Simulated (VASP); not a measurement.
# ZnO (P6_3/mmc) in VASP: a series of runs

ZnO is run at these levels: LDA; tasks: single point.

Everything below comes from runs of VASP 6.6.1. Logs are shortened: lines on timing, memory, paths and dates and some standing lists are left out, and cuts for length are marked.

## (1) The cell of the first run

The structure is hexagonal, space group P6_3/mmc (No. 194). Conventional cell: a = 3.337 Å, b = 3.337 Å, c = 6.917 Å, α = 90.00°, β = 90.00°, γ = 120.00°. Within 2.6 Å of Zn (site symmetry -6m2) lie 3 O at 1.93 Å. Within 2.6 Å of O (site symmetry -6m2) lie 3 Zn at 1.93 Å.

## (2) Single point, LDA (strain +0.015 along x and y, -0.030 along z)

File INCAR:

```
PREC = Accurate ; ENCUT = 520
EDIFF = 1E-6 ; ISMEAR = 0
SIGMA = 0.05 ; LREAL = False
LASPH = True ; NELM = 60
ALGO = Normal ; ISIF = 2
LWAVE = False ; LCHARG = True
LELF = True ; LVHAR = True
NBANDS = 26
```

File KPOINTS:

```
regular mesh
0
Gamma
  9 9 4
```

File POSCAR:

```
ZnO
1.0
    3.3372866661      0.0000000000      0.0000000000
   -1.6686433330      2.8901750325      0.0000000000
    0.0000000000      0.0000000000      6.9165281095
Zn O
2 2
Direct
    0.0000000000      0.0000000000      0.7500000000
    0.0000000000      0.0000000000      0.2500000000
    0.3333333333      0.6666666667      0.2500000000
    0.6666666667      0.3333333333      0.7500000000
```

Potentials or basis: VASP PAW LDA potentials, release 64 (Zn, O).

Started as:

```
$ cat potpaw_LDA.64/Zn/POTCAR potpaw_LDA.64/O/POTCAR > POTCAR
$ mpirun -np 1 vasp_std > vasp.out
```

OUTCAR:

```text
PREC = Accurate
   ENCUT = 520
   EDIFF = 1E-6
   ISMEAR = 0
   LREAL = False
   LASPH = True
   NELM = 60
   ISIF = 2

 ion  position               nearest neighbor table
   1  0.000  0.000  0.750-   4 1.93   4 1.93   4 1.93
   2  0.000  0.000  0.250-   3 1.93   3 1.93   3 1.93
   3  0.333  0.667  0.250-   2 1.93   2 1.93   2 1.93
   4  0.667  0.333  0.750-   1 1.93   1 1.93   1 1.93

  LATTYP: Found a hexagonal cell.
 ALAT       =     3.3372866661
 C/A-ratio  =     2.0725004477

  Lattice vectors:

 A1 = (   3.3372866661,   0.0000000000,   0.0000000000)
 A2 = (  -1.6686433330,   2.8901750325,   0.0000000000)
 A3 = (   0.0000000000,   0.0000000000,   6.9165281095)

Analysis of symmetry for initial positions (statically):
=====================================================================
 Subroutine PRICEL returns:
 Original cell was already a primitive cell.

 Routine SETGRP: Setting up the symmetry group for a
 hexagonal supercell.

 Subroutine GETGRP returns: Found 24 space group operations
 (whereof 12 operations were pure point group operations)
 out of a pool of 24 trial point group operations.

The static configuration has the point symmetry D_3d.
 The point group associated with its full space group is D_6h.

Analysis of symmetry for dynamics (positions and initial velocities):
=====================================================================
 Subroutine PRICEL returns:
 Original cell was already a primitive cell.

 Routine SETGRP: Setting up the symmetry group for a
 hexagonal supercell.

 Subroutine GETGRP returns: Found 24 space group operations
 (whereof 12 operations were pure point group operations)
 out of a pool of 24 trial point group operations.

The dynamic configuration has the point symmetry D_3d.
 The point group associated with its full space group is D_6h.

 Subroutine INISYM returns: Found 24 space group operations
 (whereof 12 operations are pure point group operations),
 and found     1 'primitive' translations

----------------------------------------------------------------------------------------

                                     Primitive cell

  volume of cell :      66.7123

  direct lattice vectors                    reciprocal lattice vectors
     3.337286666  0.000000000  0.000000000     0.299644622  0.172999903  0.000000000
    -1.668643333  2.890175033  0.000000000     0.000000000  0.345999806  0.000000000
     0.000000000  0.000000000  6.916528109     0.000000000  0.000000000  0.144581210

  length of vectors
     3.337286666  3.337286666  6.916528109     0.345999806  0.345999806  0.144581210

  position of ions in fractional coordinates (direct lattice)
     0.000000000  0.000000000  0.750000000
     0.000000000  0.000000000  0.250000000
     0.333333333  0.666666667  0.250000000
     0.666666667  0.333333333  0.750000000

  ion indices of the primitive-cell ions
   primitive index   ion index
                 1           1
                 2           2
                 3           3
                 4           4

----------------------------------------------------------------------------------------

 KPOINTS: regular mesh

Automatic generation of k-mesh.
 Grid dimensions read from file:
 generate k-points for:    9    9    4

 Generating k-lattice:

  Cartesian coordinates                     Fractional coordinates (reciprocal lattice)
     0.033293847  0.019222211  0.000000000     0.111111111  0.000000000  0.000000000
     0.000000000  0.038444423  0.000000000     0.000000000  0.111111111  0.000000000
     0.000000000  0.000000000  0.036145302     0.000000000  0.000000000  0.250000000

  Length of vectors
     0.038444423  0.038444423  0.036145302

  Shift w.r.t. Gamma in fractional coordinates (k-lattice)
     0.000000000  0.000000000  0.000000000

 Subroutine IBZKPT returns following result:
 ===========================================

 Found     36 irreducible k-points:

 Following reciprocal coordinates:
            Coordinates               Weight
  0.000000  0.000000  0.000000      1.000000
  0.111111 -0.000000  0.000000      6.000000
  0.222222 -0.000000  0.000000      6.000000
  0.333333  0.000000  0.000000      6.000000
  0.444444 -0.000000  0.000000      6.000000
  0.111111  0.111111  0.000000      6.000000
[... 16 lines left out ...]
  0.333333  0.222222  0.250000     24.000000
  0.333333  0.333333  0.250000      4.000000
 [... further k-points ...]
   k-points           NKPTS =     36   k-points in BZ     NKDIM =     36   number of bands    NBANDS=     26
   number of dos      NEDOS =    301   number of ions     NIONS =      4
   total plane-waves  NPLWV =  42336
   dimension x,y,z NGX =    28 NGY =   28 NGZ =   54
   dimension x,y,z NGXF=    56 NGYF=   56 NGZF=  108
   ions per type =               2   2
   NGX,Y,Z   is equivalent  to a cutoff of  13.95, 13.95, 12.98 a.u.
   NGXF,Y,Z  is equivalent  to a cutoff of  27.90, 27.90, 25.96 a.u.
 SYSTEM =  unknown system
   PREC   = accura    normal or accurate (medium, high low for compatibility)
   ISTART =      0    job   : 0-new  1-cont  2-samecut
   ICHARG =      2    charge: 1-file 2-atom 10-const
   ISPIN  =      1    spin polarized calculation?
   LNONCOLLINEAR =      F non collinear calculations
   LSORBIT =      F    spin-orbit coupling
   LASPH  =      T    aspherical Exc in radial PAW
   ENCUT  =  520.0 eV  38.22 Ry    6.18 a.u.   6.21  6.21 12.86*2*pi/ulx,y,z
   NELM   =     60;   NELMIN=  2; NELMDL= -5     # of ELM steps
   EDIFF  = 0.1E-05   stopping-criterion for ELM
   LREAL  =      F    real-space projection
   EDIFFG = 0.1E-04   stopping-criterion for IOM
   NSW    =      0    number of steps for IOM
   IBRION =     -1    ionic relax: 0-MD 1-quasi-New 2-CG
   NFREE  =      0    steps in history (QN), initial steepest desc. (CG)
   ISIF   =      2    stress and relaxation
   ISYM   =      2    0-nonsym 1-usesym 2-fastsym
   POTIM  = 0.5000    time-step for ionic-motion
   TEBEG  =    0.0;   TEEND  =   0.0 temperature during run
   PSTRESS=    0.0 pullay stress
   NELECT =      36.0000    total number of electrons
   NUPDOWN=      -1.0000    fix difference up-down
   EMIN   =  10.00;   EMAX   =-10.00  energy-range for DOS
   EFERMI =   0.00;   METHOD = LEGACY
   ISMEAR =     0;   SIGMA  =   0.05  broadening in eV -4-tet -1-fermi 0-gaus
   EFERMI_NEDOS =   21; number of points for ismear=-14 and -15
   IALGO  =     38    algorithm
   IMIX   =      4    mixing-type and parameters
     AMIX     =   0.40;   BMIX     =  1.00
     AMIX_MAG =   1.60;   BMIX_MAG =  1.00
  volume/ion in A,a.u.               =      16.68       112.55
  Fermi-wavevector in a.u.,A,eV,Ry     =   1.332827  2.518678 24.169762  1.776427
  Thomas-Fermi vector in A             =   2.461732
   LORBIT       =      0    0 simple, 1 ext, 2 COOP (PROOUT), +10 PAW based schemes
   GGA     = CA    functional components
   LHFCALC =     F    Hartree Fock is set to
   AEXX    =    0.0000 exact exchange contribution
   IVDW    =     0    specifies the selected vdW correction
   LEPSILON=     F    determine dielectric tensor
   LRPA    =     F    only Hartree local field effects (RPA)
 non-spin polarized calculation
 Gauss-broadening in eV      SIGMA  =   0.05
  energy-cutoff  :      520.00
  volume of cell :       66.71
 maximum number of plane-waves:      1838
 NGX is ok and might be reduce to    28
   NGX = 13   NGY = 13   NGZ = 25

 number of electron      35.9999990 magnetization

 Free energy of the ion-electron system (eV)
  ---------------------------------------------------
  ext. energy  EPLUGINS =         0.00000000
  ---------------------------------------------------
  free energy    TOTEN  =       -19.62444036 eV

  energy without entropy =      -19.62444036  energy(sigma->0) =      -19.62444036

 E-fermi :  -1.0089     XC(G=0):  -9.5773

 val. band max:       -1.2922226483   @ k =   0.0000   0.0000   0.0000
 cond. band min:      -0.6001553298   @ k =   0.0000   0.0000   0.0000
 fundamental gap:      0.6920673185
 Fermi energy:        -1.0089407285

 k-point     1 :       0.0000    0.0000    0.0000
  band No.  band energies     occupation
      1     -18.1183      2.00000
      2     -18.0100      2.00000
      3      -7.2348      2.00000
      4      -7.2348      2.00000
      5      -7.2149      2.00000
      6      -7.2149      2.00000
[... 18 lines left out ...]
     25      11.0446      0.00000
     26      11.9770      0.00000

 k-point     2 :       0.1111   -0.0000    0.0000
  band No.  band energies     occupation
      1     -18.0633      2.00000
      2     -17.9609      2.00000
      3      -7.2526      2.00000
      4      -7.2355      2.00000
      5      -7.1596      2.00000
      6      -7.1398      2.00000
[... 18 lines left out ...]
     25      11.0927      0.00000
     26      11.2590      0.00000

 k-point     3 :       0.2222   -0.0000    0.0000
  band No.  band energies     occupation
      1     -17.9201      2.00000
      2     -17.8353      2.00000
      3      -7.2595      2.00000
      4      -7.2490      2.00000
      5      -6.9509      2.00000
      6      -6.9319      2.00000
[... 18 lines left out ...]
     25      11.2024      0.00000
     26      11.7576      0.00000

 k-point     4 :       0.3333    0.0000    0.0000
  band No.  band energies     occupation
      1     -17.7495      2.00000
      2     -17.6912      2.00000
      3      -7.1752      2.00000
      4      -7.1697      2.00000
      5      -6.6685      2.00000
      6      -6.6529      2.00000
[... 18 lines left out ...]
     25      10.9306      0.00000
     26      12.1846      0.00000
[... 496 lines left out ...]
      1     -17.6676      2.00000
      2     -17.6356      2.00000
      3      -7.0854      2.00000
      4      -7.0817      2.00000
      5      -6.4786      2.00000
      6      -6.4658      2.00000
[... 18 lines left out ...]
     25       9.4826      0.00000
     26      10.8343      0.00000

 k-point    23 :       0.3333    0.2222    0.2500
  band No.  band energies     occupation
      1     -17.5789      2.00000
      2     -17.5644      2.00000
      3      -6.9186      2.00000
      4      -6.9106      2.00000
      5      -6.4891      2.00000
      6      -6.4098      2.00000
[... 18 lines left out ...]
     25       9.1000      0.00000
     26       9.7803      0.00000

 k-point    24 :       0.3333    0.3333    0.2500
  band No.  band energies     occupation
      1     -17.5445      2.00000
      2     -17.5445      2.00000
      3      -6.8396      2.00000
      4      -6.8238      2.00000
      5      -6.4512      2.00000
      6      -6.4512      2.00000
[... 18 lines left out ...]
     25       8.4521      0.00000
     26       9.2637      0.00000

 [... further k-points ...]
[... 5 lines left out ...]
  --------------------------------------------------------------------------------------
  -------------------------------------------------------------------------------------
  Total       -6.4645536     -6.4645536     -0.8142233     -0.0000000      0.0000000      0.0000000
  in kB     -155.2541864   -155.2541864    -19.5545714     -0.0000000      0.0000000      0.0000000
  external PRESSURE =    -110.0209814 kB  Pullay stress =       0.0000000 kB

 VOLUME and BASIS-vectors are now :
 -----------------------------------------------------------------------------
  energy-cutoff  :      520.00
  volume of cell :       66.71
      direct lattice vectors                 reciprocal lattice vectors
     3.337286666  0.000000000  0.000000000     0.299644622  0.172999903  0.000000000
    -1.668643333  2.890175033  0.000000000     0.000000000  0.345999806  0.000000000
     0.000000000  0.000000000  6.916528109     0.000000000  0.000000000  0.144581210

 POSITION                                       TOTAL-FORCE (eV/Angst)
 -----------------------------------------------------------------------------------
      0.00000      0.00000      5.18740        -0.000000      0.000000      0.000000
      0.00000      0.00000      1.72913         0.000000      0.000000     -0.000000
     -0.00000      1.92678      1.72913        -0.000000      0.000000     -0.000000
      1.66864      0.96339      5.18740         0.000000     -0.000000      0.000000
 -----------------------------------------------------------------------------------
    total drift:                                0.000000     -0.000000      0.000000

  FREE ENERGIE OF THE ION-ELECTRON SYSTEM (eV)
  ---------------------------------------------------
  free  energy   TOTEN  =       -19.6244403593 eV

  energy  without entropy=      -19.6244403593  energy(sigma->0) =      -19.62444036
```

Run time: 29 s. Hardware: 1 thread of Intel Xeon 6975P-C (Granite Rapids), shared host; peak memory 0.19 GiB.

What came out:

* Free energy: -19.6244 eV
* Pressure: -11.0 GPa
* Band gap on the k mesh: 0.69 eV, direct

Stress tensor (GPa, compression positive):
```
-15.53   0.00   0.00
  0.00 -15.53   0.00
  0.00   0.00  -1.96
```

Levels at points of the mesh, in eV from the valence-band top:
| k point | band 15 | band 16 | band 17 | band 18 | band 19 | band 20 | band 21 | band 22 |
| --- | --- | --- | --- | --- | --- | --- | --- | --- |
| (0.00, 0.00, 0.00) | -0.01 | -0.01 | 0.00 | 0.00 | 0.69 | 3.36 | 5.23 | 11.29 |
| (0.00, 0.00, 0.50) | 0.00 | 0.00 | 0.00 | 0.00 | 1.91 | 1.91 | 7.41 | 7.41 |

Caveat: the cell differs from its parent crystal (strain +0.015 along x and y, -0.030 along z).

## (3) Single point, LDA (strain +0.015 along x and y, -0.015 along z)

File INCAR:

```
SYSTEM = ZnO
  ALGO = Normal
  EDIFF = 1E-6
  ENCUT = 520
  ISIF = 2
  ISMEAR = 0
  LASPH = .TRUE.
  LCHARG = .FALSE.
  LREAL = .FALSE.
  LWAVE = .FALSE.
  NBANDS = 26
  NELM = 80
  PREC = Accurate
  SIGMA = 0.05
```

File KPOINTS:

```
k-points
0
G
  9 9 4
  0 0 0
```

Edit POSCAR of step 2 so:

```diff
@@ -4,3 +4,3 @@
    -1.6686433330      2.8901750325      0.0000000000
-    0.0000000000      0.0000000000      6.9165281095
+    0.0000000000      0.0000000000      7.0234847298
 Zn O
```

Potentials or basis: VASP PAW LDA potentials, release 64 (Zn, O).

Started as:

```
$ cat potpaw_LDA.64/Zn/POTCAR potpaw_LDA.64/O/POTCAR > POTCAR
$ mpirun -np 1 vasp_std > vasp.out
```

Run time: 28 s. Hardware: 1 thread of Intel Xeon 6975P-C (Granite Rapids), shared host; peak memory 0.18 GiB.

It converged, with:

| Property | Result |
| --- | --- |
| Free energy | -19.6128 eV |
| Pressure | -10.8 GPa |
| Band gap on the k mesh | 0.71 eV, direct |

Stress tensor (GPa, compression positive):
```
-15.32   0.00   0.00
  0.00 -15.32   0.00
  0.00   0.00  -1.89
```

Levels at points of the mesh, in eV from the valence-band top:
| k point | band 14 | band 15 | band 16 | band 17 | band 18 | band 19 | band 20 | band 21 | band 22 | band 23 |
| --- | --- | --- | --- | --- | --- | --- | --- | --- | --- | --- |
| (0.00, 0.00, 0.00) | -1.37 | -0.01 | -0.01 | 0.00 | 0.00 | 0.71 | 3.29 | 5.18 | 11.05 | 11.24 |
| (0.00, 0.00, 0.50) | -2.27 | 0.00 | 0.00 | 0.00 | 0.00 | 1.89 | 1.89 | 7.28 | 7.28 | 12.74 |

Caveat: the cell differs from its parent crystal (strain +0.015 along x and y, -0.015 along z). A k mesh can miss the band edges.

[end of part 1 of 2]
